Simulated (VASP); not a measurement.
Wanted: the native input for a VASP 6.6.1 run.

| Item | Value |
| --- | --- |
| Task | single point |
| Functional | PBE |
| Potentials or basis | VASP PAW PBE potentials, release 64 (Re) |
| Cutoff | 520 eV |
| k mesh | 20 × 20 × 20 |
| Occupations | fermi-dirac, width 0.1 eV |
| Spin | no spin polarisation |
| Dipole correction | no |
| Further INCAR settings | ALGO = Normal; EDIFF = 1e-06; NBANDS = 10 |

The structure of Re lies in POSCAR:

```
Re
1.0
    2.5804935598      0.0000000000      0.0000000000
    0.0000000000      2.5804935598      0.0000000000
    0.0000000000      0.0000000000      2.5804935598
Re
1
Direct
    0.0000000000      0.0000000000      0.0000000000
```

One way to write it, as run:

INCAR

```
PREC     = Accurate       # precision mode
ENCUT    = 520            # plane-wave cutoff, eV
EDIFF    = 1E-6           # SCF threshold, eV
ISMEAR   = -1             # smearing method
SIGMA    = 0.1            # smearing width, eV
LREAL    = F              # projectors in reciprocal space
LASPH    = T              # aspherical terms in the spheres
NELM     = 100            # most SCF steps
ALGO     = Normal         # electronic algorithm
ISIF     = 2              # what is computed and relaxed
LWAVE    = F              # write WAVECAR
LCHARG   = F              # write CHGCAR
GGA      = PE             # functional
NBANDS   = 10             # bands
```

KPOINTS

```
regular mesh
0
Gamma
  20 20 20
```

Potentials or basis: VASP PAW PBE potentials, release 64 (Re).

Run with:

```bash
$ cat potpaw_PBE.64/Re/POTCAR > POTCAR
$ mpirun -np 1 vasp_std > vasp.out
```

It gave:

* Pressure: -1.1 GPa

Run time: 39 s on 1 thread of Intel(R) Xeon(R) Platinum 8259CL CPU @ 2.50GHz (Skylake/Cascade Lake), with other jobs on the host, peak memory 0.16 GiB.
